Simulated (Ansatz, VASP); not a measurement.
# SnTe in VASP and in Ansatz

```
Sn Te
1.0
     0.00000    3.81598    3.81598
     3.81598    0.00000    3.81598
     3.81598    3.81598    0.00000
Sn Te
1 1
Direct
  0.00000 0.00000 0.00000
  0.75000 0.75000 0.75000
```

Alike in both runs: task single point; functional PBE; k mesh 1 × 1 × 1; occupations gaussian, width 0.1 eV; no spin polarisation.

|  | VASP | Ansatz |
| --- | --- | --- |
| version | VASP 6.6.1 | Ansatz 0.2.0 |
| potentials or method | VASP PAW PBE potentials, release 64 (Sn_d, Te) | scalar-relativistic, plane waves, PAW |
| plane-wave cutoff (eV) | 500 | 420 |
| valence electrons in the cell | 20 | 30 |

|  | VASP | Ansatz | Ansatz less VASP |
| --- | --- | --- | --- |
| gap on the k mesh at the Fermi level (eV) | 2.24 | 2.25 | +0.003 |
| least direct gap on the mesh (eV) | 2.24 | 2.25 | +0.003 |
| pressure (GPa) | 5.9 | 5.8 | -0.05 |

VASP's potentials hold 20 valence electrons a cell and Ansatz's 30, so a difference there can come from the potentials and not from the codes.

The k mesh is coarse, so the values compare programs but aren't converged. Neither program's run includes spin-orbit coupling.
